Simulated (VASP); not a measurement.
# ZnS (R3m) in VASP: further runs

The runs below take ZnS through single point, with PBEsol, PBEsol+U.

All numbers are computed with VASP 6.6.1; they aren't measurements. Logs are shortened: lines on timing, memory, paths and dates and some standing lists are left out, and cuts for length are marked.

## (1) The cell of the first run

It takes space group R3m (No. 160, trigonal). Conventional cell: a = 3.806 Å, b = 3.806 Å, c = 28.056 Å, α = 90.00°, β = 90.00°, γ = 120.00°. Zn (site symmetry 3m) has 4 S at 2.33 to 2.34 Å within 3.1 Å. Within 3.1 Å of Zn (site symmetry 3m) lie 4 S at 2.33 Å. Zn (site symmetry 3m) has 4 S at 2.33 to 2.34 Å within 3.1 Å. S (site symmetry 3m) has 4 Zn at 2.33 to 2.34 Å within 3.1 Å. Within 3.1 Å of S (site symmetry 3m) lie 4 Zn at 2.33 to 2.34 Å. S (site symmetry 3m) has 4 Zn at 2.33 Å within 3.1 Å.

## (2) Single point, PBEsol

Input file INCAR:

```
SYSTEM = ZnS
PREC = Accurate ; ENCUT = 520
EDIFF = 1E-6 ; ISMEAR = 1
SIGMA = 0.1 ; LREAL = .False.
LASPH = .True. ; NELM = 60
ALGO = Normal ; ISIF = 2
LWAVE = .False. ; LCHARG = .False.
GGA = PS ; NBANDS = 36
```

Input file KPOINTS:

```
Automatic mesh
0
Gamma
  6 6 6
  0 0 0
```

Input file POSCAR:

```
ZnS
1.0
    9.6066560000      0.0000000000      0.0000000000
    8.8526620266      3.7307123375      0.0000000000
    8.8526620266      1.7891633588      3.2736995923
Zn S
3 3
Direct
    0.9999700000      0.9999700000      0.9999700000
    0.2222700000      0.2222700000      0.2222700000
    0.4446100000      0.4446100000      0.4446100000
    0.0832700000      0.0832700000      0.0832700000
    0.5278400000      0.5278400000      0.5278400000
    0.3053600000      0.3053600000      0.3053600000
```

Potentials or basis: VASP PAW PBE potentials, release 64 (Zn, S).

Run with:

```sh
cat potpaw_PBE.64/Zn/POTCAR potpaw_PBE.64/S/POTCAR > POTCAR
mpirun -np 1 vasp_std > vasp.out
```

OUTCAR:

```text
SYSTEM = ZnS
   PREC = Accurate
   ENCUT = 520
   EDIFF = 1E-6
   ISMEAR = 1
   LREAL = .False.
   LASPH = .True.
   NELM = 60
   ISIF = 2
   GGA = PS

 ion  position               nearest neighbor table
   1  1.000  1.000  1.000-   6 2.33   6 2.33   6 2.33   4 2.34
   2  0.222  0.222  0.222-   6 2.33   5 2.33   5 2.33   5 2.33
   3  0.445  0.445  0.445-   4 2.33   4 2.33   4 2.33   5 2.34
   4  0.083  0.083  0.083-   3 2.33   3 2.33   3 2.33   1 2.34
   5  0.528  0.528  0.528-   2 2.33   2 2.33   2 2.33   3 2.34
   6  0.305  0.305  0.305-   2 2.33   1 2.33   1 2.33   1 2.33

  LATTYP: Found a trigonal (rhomboedric) cell.
 ALAT       =     9.6066560000
 COS(alpha) =     0.9215133785

  Lattice vectors:

 A1 = (   9.6066560000,   0.0000000000,   0.0000000000)
 A2 = (   8.8526620266,   3.7307123375,   0.0000000000)
 A3 = (   8.8526620266,   1.7891633588,   3.2736995923)

Analysis of symmetry for initial positions (statically):
=====================================================================
 Subroutine PRICEL returns:
 Original cell was already a primitive cell.

 Routine SETGRP: Setting up the symmetry group for a
 trigonal (rhombohedral) supercell.

 Subroutine GETGRP returns: Found  6 space group operations
 (whereof  6 operations were pure point group operations)
 out of a pool of 12 trial point group operations.

The static configuration has the point symmetry C_3v.

Analysis of symmetry for dynamics (positions and initial velocities):
=====================================================================
 Subroutine PRICEL returns:
 Original cell was already a primitive cell.

 Routine SETGRP: Setting up the symmetry group for a
 trigonal (rhombohedral) supercell.

 Subroutine GETGRP returns: Found  6 space group operations
 (whereof  6 operations were pure point group operations)
 out of a pool of 12 trial point group operations.

The dynamic configuration has the point symmetry C_3v.

 Subroutine INISYM returns: Found  6 space group operations
 (whereof  6 operations are pure point group operations),
 and found     1 'primitive' translations

----------------------------------------------------------------------------------------

                                     Primitive cell

  volume of cell :     117.3283

  direct lattice vectors                    reciprocal lattice vectors
     9.606656000  0.000000000  0.000000000     0.104094494 -0.247007353 -0.146493855
     8.852662027  3.730712337  0.000000000     0.000000000  0.268045325 -0.146493855
     8.852662027  1.789163359  3.273699592     0.000000000  0.000000000  0.305464803

  length of vectors
     9.606656000  9.606656000  9.606656000     0.305464803  0.305464803  0.305464803

  position of ions in fractional coordinates (direct lattice)
     0.999970000  0.999970000  0.999970000
     0.222270000  0.222270000  0.222270000
     0.444610000  0.444610000  0.444610000
     0.083270000  0.083270000  0.083270000
     0.527840000  0.527840000  0.527840000
     0.305360000  0.305360000  0.305360000

  ion indices of the primitive-cell ions
   primitive index   ion index
                 1           1
                 2           2
                 3           3
                 4           4
                 5           5
                 6           6

----------------------------------------------------------------------------------------

 KPOINTS: Automatic mesh

Automatic generation of k-mesh.
 Grid dimensions read from file:
 generate k-points for:    6    6    6

 Generating k-lattice:

  Cartesian coordinates                     Fractional coordinates (reciprocal lattice)
     0.017349082 -0.041167892 -0.024415643     0.166666667  0.000000000  0.000000000
     0.000000000  0.044674221 -0.024415643     0.000000000  0.166666667  0.000000000
     0.000000000  0.000000000  0.050910800     0.000000000  0.000000000  0.166666667

  Length of vectors
     0.050910800  0.050910800  0.050910800

  Shift w.r.t. Gamma in fractional coordinates (k-lattice)
     0.000000000  0.000000000  0.000000000

 Subroutine IBZKPT returns following result:
 ===========================================

 Found     32 irreducible k-points:

 Following reciprocal coordinates:
            Coordinates               Weight
  0.000000  0.000000  0.000000      1.000000
  0.166667  0.000000  0.000000      6.000000
  0.333333  0.000000  0.000000      6.000000
  0.500000  0.000000  0.000000      3.000000
  0.166667  0.166667  0.000000      6.000000
  0.333333  0.166667  0.000000     12.000000
[... 16 lines left out ...]
  0.500000  0.500000  0.166667      6.000000
 -0.333333  0.500000  0.166667     12.000000
 [... further k-points ...]
   k-points           NKPTS =     32   k-points in BZ     NKDIM =     32   number of bands    NBANDS=     36
   number of dos      NEDOS =    301   number of ions     NIONS =      6
   total plane-waves  NPLWV = 373248
   dimension x,y,z NGX =    72 NGY =   72 NGZ =   72
[... 29 lines left out ...]
   ISMEAR =     1;   SIGMA  =   0.10  broadening in eV -4-tet -1-fermi 0-gaus
   EFERMI_NEDOS =   21; number of points for ismear=-14 and -15
   IALGO  =     38    algorithm
   IMIX   =      4    mixing-type and parameters
     AMIX     =   0.40;   BMIX     =  1.00
     AMIX_MAG =   1.60;   BMIX_MAG =  1.00
  volume/ion in A,a.u.               =      19.55       131.96
  Fermi-wavevector in a.u.,A,eV,Ry     =   1.263975  2.388566 21.737113  1.597633
  Thomas-Fermi vector in A             =   2.397304
   LORBIT       =      0    0 simple, 1 ext, 2 COOP (PROOUT), +10 PAW based schemes
   GGA     = PS    functional components
   LHFCALC =     F    Hartree Fock is set to
   AEXX    =    0.0000 exact exchange contribution
   IVDW    =     0    specifies the selected vdW correction
   LEPSILON=     F    determine dielectric tensor
   LRPA    =     F    only Hartree local field effects (RPA)
 non-spin polarized calculation
 Methfessel and Paxton  Order N= 1 SIGMA  =   0.10
  energy-cutoff  :      520.00
  volume of cell :      117.33
 maximum number of plane-waves:      3183
   NGX = 35   NGY = 35   NGZ = 35

 number of electron      53.9999979 magnetization

 Free energy of the ion-electron system (eV)
  ---------------------------------------------------
  ext. energy  EPLUGINS =         0.00000000
  ---------------------------------------------------
  free energy    TOTEN  =       -22.74591957 eV

  energy without entropy =      -22.74620266  energy(sigma->0) =      -22.74601393

 E-fermi :   2.1712     XC(G=0):  -9.8855

 val. band max:        2.1104140319   @ k =   0.0000   0.0000   0.0000
 cond. band min:       4.1715117984   @ k =   0.0000   0.0000   0.0000
 fundamental gap:      2.0610977664
 Fermi energy:         2.1712071236

 k-point     1 :       0.0000    0.0000    0.0000
  band No.  band energies     occupation
      1     -11.1251      2.00000
      2     -10.4423      2.00000
      3     -10.4321      2.00000
      4      -4.3043      2.00000
      5      -4.2943      2.00000
      6      -4.2943      2.00000
[... 28 lines left out ...]
     35       8.9401      0.00000
     36       9.3670      0.00000

 k-point     2 :       0.1667    0.0000    0.0000
  band No.  band energies     occupation
      1     -10.9352      2.00000
      2     -10.3532      2.00000
      3     -10.2607      2.00000
      4      -4.3114      2.00000
      5      -4.2759      2.00000
      6      -4.2591      2.00000
[... 28 lines left out ...]
     35       8.9964      0.00000
     36       9.7028      0.00000

 k-point     3 :       0.3333    0.0000    0.0000
  band No.  band energies     occupation
      1     -10.4804      2.00000
      2     -10.0896      2.00000
      3      -9.9883      2.00000
      4      -4.3275      2.00000
      5      -4.2775      2.00000
      6      -4.2114      2.00000
[... 28 lines left out ...]
     35       9.8605      0.00000
     36      10.4273      0.00000
[... 742 lines left out ...]
 k-point    23 :       0.5000    0.5000    0.1667
  band No.  band energies     occupation
      1     -10.3864      2.00000
      2     -10.2895      2.00000
      3      -9.8823      2.00000
      4      -4.3391      2.00000
      5      -4.2752      2.00000
      6      -4.2131      2.00000
[... 28 lines left out ...]
     35       9.9070      0.00000
     36       9.9832      0.00000

 k-point    24 :      -0.3333    0.5000    0.1667
  band No.  band energies     occupation
      1     -10.0993      2.00000
      2     -10.0910      2.00000
      3      -9.8313      2.00000
      4      -4.2737      2.00000
      5      -4.2075      2.00000
      6      -4.1833      2.00000
[... 28 lines left out ...]
     35       9.6091      0.00000
     36      10.7317      0.00000

 [... further k-points ...]

------------------------ aborting loop because EDIFF is reached ----------------------------------------

  FORCE on cell =-STRESS in cart. coord.  units (eV):
  Direction    XX          YY          ZZ          XY          YZ          ZX
  --------------------------------------------------------------------------------------
  -------------------------------------------------------------------------------------
  Total       -0.8076191     -0.8081467     -0.8081612      0.0001112      0.0000133      0.0000659
  in kB      -11.0284464    -11.0356508    -11.0358496      0.0015180      0.0001820      0.0009003
  external PRESSURE =     -11.0333156 kB  Pullay stress =       0.0000000 kB

 VOLUME and BASIS-vectors are now :
 -----------------------------------------------------------------------------
  energy-cutoff  :      520.00
  volume of cell :      117.33
      direct lattice vectors                 reciprocal lattice vectors
     9.606656000  0.000000000  0.000000000     0.104094494 -0.247007353 -0.146493855
     8.852662027  3.730712337  0.000000000     0.000000000  0.268045325 -0.146493855
     8.852662027  1.789163359  3.273699592     0.000000000  0.000000000  0.305464803

 POSITION                                       TOTAL-FORCE (eV/Angst)
 -----------------------------------------------------------------------------------
     27.31116      5.51971      3.27360        -0.000709     -0.000143     -0.000085
      6.07063      1.22690      0.72765        -0.000059     -0.000012     -0.000007
     12.14318      2.45419      1.45552        -0.009794     -0.001979     -0.001174
      2.27427      0.45964      0.27260         0.002039      0.000412      0.000244
     14.41636      2.91361      1.72799         0.000023      0.000005      0.000003
      8.33999      1.68555      0.99966         0.008500      0.001718      0.001019
 -----------------------------------------------------------------------------------
    total drift:                                0.000309      0.000063      0.000037

  FREE ENERGIE OF THE ION-ELECTRON SYSTEM (eV)
  ---------------------------------------------------
  free  energy   TOTEN  =       -22.7459195678 eV

  energy  without entropy=      -22.7462026616  energy(sigma->0) =      -22.74601393
```

Run time: 6.2 min. Hardware: 1 thread of Intel Xeon 6975P-C (Granite Rapids), shared host; peak memory 0.7 GiB.

What came out:

| Property | Result |
| --- | --- |
| Free energy | -22.7459 eV |
| Pressure | -1.1 GPa |
| Largest force | 0.010 eV/Å |
| Band gap on the k mesh | 2.06 eV |

Forces on the atoms (eV/Å):
```
Zn  -0.001  0.000  0.000
Zn   0.000  0.000  0.000
Zn  -0.010 -0.002 -0.001
S    0.002  0.000  0.000
S    0.000  0.000  0.000
S    0.009  0.002  0.001
```

Caveat: the PAW data sets were made with another functional, which shifts forces and pressure a little. A k mesh can miss the band edges.

## (3) Single point, PBEsol+U

Input file INCAR:

```
PREC     = Accurate       # precision mode
ENCUT    = 520            # plane-wave cutoff, eV
EDIFF    = 1E-6           # SCF threshold, eV
ISMEAR   = 1              # smearing method
SIGMA    = 0.1            # smearing width, eV
LREAL    = F              # projectors in reciprocal space
LASPH    = T              # aspherical terms in the spheres
NELM     = 150            # most SCF steps
ALGO     = Normal         # electronic algorithm
ISIF     = 2              # what is computed and relaxed
LWAVE    = F              # write WAVECAR
LCHARG   = F              # write CHGCAR
LDAU     = T              # DFT+U
LDAUTYPE = 2            
LDAUL    = 2 -1           # shell
LDAUU    = 2 0            # U, eV
LDAUJ    = 0 0          
LDAUPRINT= 1            
GGA      = PS             # functional
NBANDS   = 36             # bands
```

Input file KPOINTS:

```
regular mesh
0
Gamma
  6 6 6
```

POSCAR is that of step 2.

Potentials or basis: VASP PAW PBE potentials, release 64 (Zn, S).

Run with:

```sh
cat potpaw_PBE.64/Zn/POTCAR potpaw_PBE.64/S/POTCAR > POTCAR
mpirun -np 1 vasp_std > vasp.out
```

It took 6.1 min on 1 thread of Intel Xeon 6975P-C (Granite Rapids), shared host; peak memory 0.71 GiB.

It converged, with:

```
Free energy            : -22.2657 eV
Pressure               : -1.7 GPa
Largest force          : 0.013 eV/Å
Band gap on the k mesh : 2.19 eV
```

Forces on the atoms (eV/Å):
```
Zn  -0.001  0.000  0.000
Zn  -0.004 -0.001  0.000
Zn  -0.013 -0.003 -0.002
S    0.005  0.001  0.001
S    0.003  0.001  0.000
S    0.010  0.002  0.001
```

Levels at points of the mesh, in eV from the valence-band top:
| k point | band 25 | band 26 | band 27 | band 28 | band 29 | band 30 |
| --- | --- | --- | --- | --- | --- | --- |
| (0.00, 0.00, 0.00) | -0.06 | 0.00 | 0.00 | 2.19 | 3.34 | 3.49 |
| (0.50, 0.00, 0.00) | -1.90 | -1.29 | -0.86 | 3.28 | 3.87 | 4.03 |
| (0.50, 0.50, 0.00) | -1.25 | -1.25 | -1.24 | 3.30 | 3.59 | 4.25 |
| (0.50, 0.50, 0.50) | -0.25 | -0.23 | -0.23 | 3.18 | 3.32 | 3.46 |

Eigenvalues of the final occupation matrices:
```tsv
site	spin	trace	eigenvalues
site 1 d	1	4.93	0.98 0.98 0.99 0.99 0.99
site 1 d	2	4.93	0.98 0.98 0.99 0.99 0.99
site 2 d	1	4.93	0.98 0.98 0.99 0.99 0.99
site 2 d	2	4.93	0.98 0.98 0.99 0.99 0.99
site 3 d	1	4.93	0.98 0.98 0.99 0.99 0.99
site 3 d	2	4.93	0.98 0.98 0.99 0.99 0.99
```

Caveat: the PAW data sets were made with another functional, which shifts forces and pressure a little. A k mesh can miss the band edges.

## (4) Single point, PBEsol+U

Input file INCAR:

```
SYSTEM = ZnS
  PREC = Accurate
  ENCUT = 520
  EDIFF = 1E-6
  ISMEAR = 1
  SIGMA = 0.1
  LREAL = .False.
  LASPH = .True.
  NELM = 150
  ALGO = Normal
  ISIF = 2
  LWAVE = .False.
  LCHARG = .True.
  LDAU = .True.
  LDAUTYPE = 2
  LDAUL = 2 -1
  LDAUU = 4 0
  LDAUJ = 0 0
  LDAUPRINT = 1
  GGA = PS
  LELF = .True.
  LVHAR = .True.
  NBANDS = 36
```

Input file KPOINTS:

```
Automatic mesh
0
Gamma
  6 6 6
  0 0 0
```

POSCAR is that of step 3.

Run with:

```sh
cat potpaw_PBE.64/Zn/POTCAR potpaw_PBE.64/S/POTCAR > POTCAR
mpirun -np 1 vasp_std > vasp.out
```

Run time: 6.4 min. Hardware: 1 thread of Intel Xeon 6975P-C (Granite Rapids), shared host; peak memory 0.73 GiB.

Results (log left out):

```yaml
Free_energy: -21.8971 eV
Pressure: -2.5 GPa
Largest_force: 0.016 eV/Å
Band_gap_on_the_k_mesh: 2.32 eV
```

Forces in eV/Å, atoms in the order of the input:
```
Zn  -0.002  0.000  0.000
Zn  -0.008 -0.002 -0.001
Zn  -0.016 -0.003 -0.002
S    0.008  0.002  0.001
S    0.005  0.001  0.001
S    0.012  0.003  0.001
```

Levels at points of the mesh, in eV from the valence-band top:
```tsv
k point	band 25	band 26	band 27	band 28	band 29	band 30
(0.00, 0.00, 0.00)	-0.05	0.00	0.00	2.32	3.46	3.61
(0.50, 0.00, 0.00)	-1.83	-1.24	-0.82	3.36	3.95	4.11
(0.50, 0.50, 0.00)	-1.21	-1.20	-1.19	3.39	3.66	4.34
(0.50, 0.50, 0.50)	-0.24	-0.22	-0.22	3.29	3.44	3.58
```

Eigenvalues of the final occupation matrices:
| site | spin | trace | eigenvalues |
| --- | --- | --- | --- |
| site 1 d | 1 | 4.95 | 0.98 0.98 0.99 0.99 0.99 |
| site 1 d | 2 | 4.95 | 0.98 0.98 0.99 0.99 0.99 |
| site 2 d | 1 | 4.95 | 0.98 0.98 0.99 0.99 0.99 |
| site 2 d | 2 | 4.95 | 0.98 0.98 0.99 0.99 0.99 |
| site 3 d | 1 | 4.95 | 0.98 0.98 0.99 0.99 0.99 |
| site 3 d | 2 | 4.95 | 0.98 0.98 0.99 0.99 0.99 |

Caveat: the PAW data sets were made with another functional, which shifts forces and pressure a little.

## (5) Single point, PBEsol+U

Input file INCAR:

```
SYSTEM = ZnS
PREC = Accurate
ENCUT = 520
EDIFF = 1E-6
ISMEAR = 1
SIGMA = 0.1
LREAL = .FALSE.
LASPH = .TRUE.
NELM = 150
ALGO = Normal
ISIF = 2
LWAVE = .FALSE.
LCHARG = .FALSE.
LDAU = .TRUE.
LDAUTYPE = 2
LDAUL = 2 -1
LDAUU = 6 0
LDAUJ = 0 0
LDAUPRINT = 1
GGA = PS
NBANDS = 36
```

Input file KPOINTS:

```
Automatic mesh
0
G
  6 6 6
  0 0 0
```

POSCAR is that of step 4.

Run with:

```sh
cat potpaw_PBE.64/Zn/POTCAR potpaw_PBE.64/S/POTCAR > POTCAR
mpirun -np 1 vasp_std > vasp.out
```

Wall time 7.1 min (1 thread of Intel Xeon 6975P-C (Granite Rapids), shared host); peak memory 0.71 GiB.

It converged, with:

```yaml
Free_energy: -21.6434 eV
Pressure: -3.4 GPa
Largest_force: 0.020 eV/Å
Band_gap_on_the_k_mesh: 2.44 eV
```

Forces in eV/Å, atoms in the order of the input:
```
Zn  -0.003 -0.001  0.000
Zn  -0.012 -0.002 -0.001
Zn  -0.019 -0.004 -0.002
S    0.011  0.002  0.001
S    0.008  0.002  0.001
S    0.015  0.003  0.002
```

Levels at points of the mesh, in eV from the valence-band top:
```csv
k point,band 24,band 25,band 26,band 27,band 28,band 29,band 30,band 31
"(0.00, 0.00, 0.00)",-0.60,-0.05,0.00,0.00,2.44,3.57,3.73,6.60
"(0.50, 0.00, 0.00)",-1.76,-1.75,-1.19,-0.78,3.43,4.03,4.19,5.01
"(0.50, 0.50, 0.00)",-1.77,-1.15,-1.14,-1.14,3.47,3.72,4.42,5.06
"(0.50, 0.50, 0.50)",-0.22,-0.22,-0.21,-0.21,3.40,3.56,3.70,6.49
```

Eigenvalues of the final occupation matrices:
| site | spin | trace | eigenvalues |
| --- | --- | --- | --- |
| site 1 d | 1 | 4.97 | 0.99 0.99 1.00 1.00 1.00 |
| site 1 d | 2 | 4.97 | 0.99 0.99 1.00 1.00 1.00 |
| site 2 d | 1 | 4.97 | 0.98 0.99 1.00 1.00 1.00 |
| site 2 d | 2 | 4.97 | 0.98 0.99 1.00 1.00 1.00 |
| site 3 d | 1 | 4.97 | 0.99 0.99 1.00 1.00 1.00 |
| site 3 d | 2 | 4.97 | 0.99 0.99 1.00 1.00 1.00 |

Caveat: the cell stands under tension; the PAW data sets were made with another functional, which shifts forces and pressure a little.

## (6) Overview

| level | U | gap on the mesh (eV) | pressure (GPa) | largest force (eV/Å) |
| --- | --- | --- | --- | --- |
| PBEsol | - | 2.06 | -1.1 | 0.01 |
| PBEsol+U | Zn d U = 2.0 eV | 2.19 | -1.7 | 0.01 |
| PBEsol+U | Zn d U = 4.0 eV | 2.32 | -2.5 | 0.02 |
| PBEsol+U | Zn d U = 6.0 eV | 2.44 | -3.4 | 0.02 |

Alike in all rows: task single point; potentials or basis VASP PAW PBE potentials, release 64 (Zn, S); no spin polarisation; cell as given; k mesh 6 × 6 × 6; cutoff (eV) 520; smearing methfessel-paxton 0.1 eV.

On the cell as given the gap runs from 2.06 eV (PBEsol) to 2.44 eV (PBEsol+U). The pressure there spans -3.4 GPa (PBEsol+U) to -1.1 GPa (PBEsol); a positive pressure means that this level wants a larger cell, a negative one a smaller.

Caveats: the PAW data sets were made with another functional, which shifts forces and pressure a little; the cell stands under tension (at least some runs).

Absolute energies hang on the potentials; compare differences alone.
